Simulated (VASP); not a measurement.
Wanted: the native input for a VASP 6.6.1 run.

```
Task                   : single point
Functional             : PBE
Potentials or basis    : VASP PAW PBE potentials, release 64 (Co, Al)
Cutoff                 : 520 eV
k mesh                 : 12 × 12 × 12
Occupations            : fermi-dirac, width 0.1 eV
Spin                   : no spin polarisation
Dipole correction      : no
Further INCAR settings : ALGO = Normal; EDIFF = 1e-06; NBANDS = 13
```

The structure of AlCo (zincblende type) lies in POSCAR:

```
AlCo
1.0
    0.0000000000      2.5623889015      2.5623889015
    2.5623889015      0.0000000000      2.5623889015
    2.5623889015      2.5623889015      0.0000000000
Co Al
1 1
Direct
    0.0000000000      0.0000000000      0.0000000000
    0.2500000000      0.2500000000      0.2500000000
```

The input as run:

INCAR

```
SYSTEM = AlCo
PREC = Accurate
ENCUT = 520
EDIFF = 1E-6
ISMEAR = -1
SIGMA = 0.1
LREAL = .False.
LASPH = .True.
NELM = 100
ALGO = Normal
ISIF = 2
LWAVE = .False.
LCHARG = .False.
GGA = PE
NBANDS = 13
```

KPOINTS

```
Automatic mesh
0
Gamma
  12 12 12
  0 0 0
```

Potentials or basis: VASP PAW PBE potentials, release 64 (Co, Al).

The run is started by

```sh
$ cat potpaw_PBE.64/Co/POTCAR potpaw_PBE.64/Al/POTCAR > POTCAR
$ mpirun -np 1 vasp_std > vasp.out
```

It gave:

| Property | Result |
| --- | --- |
| Pressure | 10.0 GPa |
| Band gap on the k mesh | zero (band 6 reaches 5.53 eV, above the bottom of band 7 at 5.44 eV) |

Wall time 34 s on 1 thread of Intel(R) Xeon(R) Platinum 8259CL CPU @ 2.50GHz (Skylake/Cascade Lake) (shared host), peak memory 0.18 GiB.
